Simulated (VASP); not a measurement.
A run of VASP 6.6.1 is set up as follows.

Contents of INCAR:

```
PREC = Accurate ; ENCUT = 580
EDIFF = 1E-8 ; ISMEAR = 0
SIGMA = 0.01 ; LREAL = F
LASPH = T ; NELM = 120
ALGO = Normal ; ISIF = 2
LWAVE = F ; LCHARG = F
METAGGA = R2SCAN ; LMIXTAU = T
LCALCEPS = T ; GGA_COMPAT = F
```

File KPOINTS:

```
regular mesh
0
Gamma
  6 6 4
```

POSCAR

```
MgTe
1.0
    4.4403065765      0.0000000000      0.0000000000
   -2.2201532883      3.8454182958      0.0000000000
    0.0000000000      0.0000000000      7.2314365817
Mg Te
2 2
Direct
    0.3333333333      0.6666666667     -0.0006080519
    0.6666666667      0.3333333333      0.4993919481
    0.3333333333      0.6666666667      0.3756080519
    0.6666666667      0.3333333333      0.8756080519
```

Potentials or basis: VASP PAW PBE potentials, release 64 (Mg, Te).

The run is started by

```bash
$ cat potpaw_PBE.64/Mg/POTCAR potpaw_PBE.64/Te/POTCAR > POTCAR
$ mpirun -np 1 vasp_std > vasp.out
```

(1) Estimate the electronic dielectric tensor (diagonal).

(2) What does it give for the Born charges (mean of the diagonal)?

(3) Estimate the band gap on the k mesh.

## Answers

(1) 4.95, 4.95, 5.08.

(2) Mg +1.84; Te -1.84 e.

(3) 3.60 eV (least direct gap 3.61 eV).

Caveat: the cell differs from its parent crystal (strain -3.0%); the structure was generated, so it needn't be the stable form of MgTe; spin-orbit coupling is left out, which moves the levels of the heavy elements.
